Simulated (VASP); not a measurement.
Here is a VASP 6.6.1 calculation.

File INCAR:

```
PREC = Accurate ; ENCUT = 600
EDIFF = 1E-6 ; ISMEAR = 0
SIGMA = 0.1 ; LREAL = False
LASPH = True ; NELM = 60
ALGO = Normal ; ISIF = 3
LWAVE = False ; LCHARG = False
GGA = PE ; IBRION = 2
NSW = 100 ; EDIFFG = -0.01
```

Contents of KPOINTS:

```
Automatic mesh
0
Gamma
  20 20 20
```

File POSCAR:

```
Bi
1.0
    0.0000000000      2.5062862203      2.5062862203
    2.5062862203      0.0000000000      2.5062862203
    2.5062862203      2.5062862203      0.0000000000
Bi
1
Direct
    0.0000000000      0.0000000000      0.0000000000
```

Potentials or basis: VASP PAW PBE potentials, release 64 (Bi_d).

Run with:

```sh
$ cat potpaw_PBE.64/Bi_d/POTCAR > POTCAR
$ mpirun -np 1 vasp_std > vasp.out
```

Q: Predict the band gap on the k mesh.

A: Zero (an odd number of electrons rules out a gap without spin polarisation).

Q: Estimate the relaxed cell.

A: a = 3.554 Å, b = 3.554 Å, c = 3.554 Å, α = 60.00°, β = 60.00°, γ = 60.00°.

Q: Predict the space group after relaxing (to 0.1 Å).

A: Fm-3m (No. 225).

The path:
```
step  energy change (eV)  largest force (eV/Å)  pressure (GPa)  volume (Å³)
   1              0.0000                0.0000            0.48        31.49
   2             -0.0002                0.0000           -0.27        31.92
   3             -0.0004                0.0000            0.02        31.74
```

Caveat: spin-orbit coupling is left out, which moves the levels of the heavy elements.
